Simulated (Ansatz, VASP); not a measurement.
**Two plane-wave programs on AlGa3N4**

```xyz
8
Lattice="5.1424 0.0000 0.0001 0.0000 3.1650 0.0000 -0.0036 0.0000 5.4785" Properties=species:S:1:pos:R:3 pbc="T T T"
Al    0.0007    1.5825    3.6561
Ga    2.5654    1.5825    1.8349
Ga    2.5632    0.0000    4.5557
Ga    5.1410    0.0000    0.9105
N     0.4717    1.5825    1.9649
N     0.4595    0.0000    4.6289
N     3.0475    0.0000    1.0123
N     3.1012    1.5825    3.7575
```

Change from the starting cell: all N atoms moved +0.175 Å, as atom 5 towards its neighbour atom 8 (N) at 3.087 Å.

Alike in both runs: task single point; functional PBEsol; k mesh 6 × 8 × 6; occupations gaussian, width 0.05 eV; no spin polarisation.

|  | VASP | Ansatz |
| --- | --- | --- |
| version | VASP 6.6.1 | Ansatz 0.2.0 |
| potentials or method | VASP PAW PBE potentials, release 64 (Al, Ga_d, N), cutoff 520 eV | scalar-relativistic, plane waves, PAW |
| valence electrons in the cell | 62 | 62 |

VASP gave:

| Property | Result |
| --- | --- |
| gap on the k mesh at the Fermi level (eV) | 2.18 |
| least direct gap on the mesh (eV) | 2.18 |
| pressure (GPa) | 3.0 |
| traceless stress, the component that is largest in VASP (GPa) | -8.84 |
| rms of the force components (eV/Å) | 1.283 |

**Question.** Estimate Ansatz's values.

**Answer.** gap on the k mesh at the Fermi level (eV): 2.17; least direct gap on the mesh (eV): 2.17; pressure (GPa): 3.2; traceless stress, the component that is largest in VASP (GPa): -8.99; rms of the force components (eV/Å): 1.290.

VASP's potentials were made for PBE, not for PBEsol. Atom by atom the forces differ by 0.018 eV/Å (rms over components). With one functional, cell and mesh, what is left measures potentials, basis and numerics.
